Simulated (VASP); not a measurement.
S:

```
CELL_PARAMETERS angstrom
0.00000 1.99254 1.99254
1.99254 0.00000 1.99254
1.99254 1.99254 0.00000
ATOMIC_POSITIONS crystal
S 0.00000 0.00000 0.00000
```

This isn't the form of S at room conditions, which is orthorhombic, of S8 rings.

Base run:

- Program: VASP 6.6.1
- Functional: PBE
- Potentials or basis: VASP PAW PBE potentials, release 64 (S)
- Cutoff: 500 eV
- k mesh: 9 × 9 × 9
- Occupations: gaussian, width 0.05 eV
- Spin: no spin polarisation

Its results: band gap on the k mesh zero (bands 3 and 4 overlap by 5.21 eV); pressure -0.2 GPa.

The run is repeated on the same cell with these changes: k mesh from 9 × 9 × 9 to 10 × 10 × 10. What comes out?

Band gap on the k mesh zero (bands 3 and 4 overlap by 5.59 eV); pressure -0.7 GPa.
